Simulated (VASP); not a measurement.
A run of VASP 6.6.1:

Contents of INCAR:

```
SYSTEM = MgB2
PREC = Accurate
ENCUT = 600
EDIFF = 1E-6
ISMEAR = -1
SIGMA = 0.05
LREAL = .FALSE.
LASPH = .TRUE.
NELM = 120
ALGO = Normal
ISIF = 2
LWAVE = .FALSE.
LCHARG = .FALSE.
GGA = PS
NBANDS = 11
GGA_COMPAT = .FALSE.
```

File KPOINTS:

```
regular mesh
0
G
  8 8 6
  0 0 0
```

The input POSCAR:

```
MgB2
1.0
    3.0850000000      0.0000000000      0.0000000000
   -1.5425000000      2.6716883707      0.0000000000
    0.0000000000      0.0000000000      3.5230000000
Mg B
1 2
Direct
    0.0000000000      0.0000000000      0.0000000000
    0.6666666667      0.3333333333      0.5000000000
    0.3333333333      0.6666666667      0.5000000000
```

Potentials or basis: VASP PAW PBE potentials, release 64 (Mg, B).

Launch:

```sh
$ cat potpaw_PBE.64/Mg/POTCAR potpaw_PBE.64/B/POTCAR > POTCAR
$ mpirun -np 1 vasp_std > vasp.out
```

Hardware: 1 thread of Intel(R) Xeon(R) Platinum 8259CL CPU @ 2.50GHz (Skylake/Cascade Lake), on a shared host.

Problem. How long does it take, and how much memory?

Solution. Run time: 22 s on 1 thread of Intel(R) Xeon(R) Platinum 8259CL CPU @ 2.50GHz (Skylake/Cascade Lake) (shared host), peak memory 0.16 GiB. Counts: scf iterations 13, k points 40.
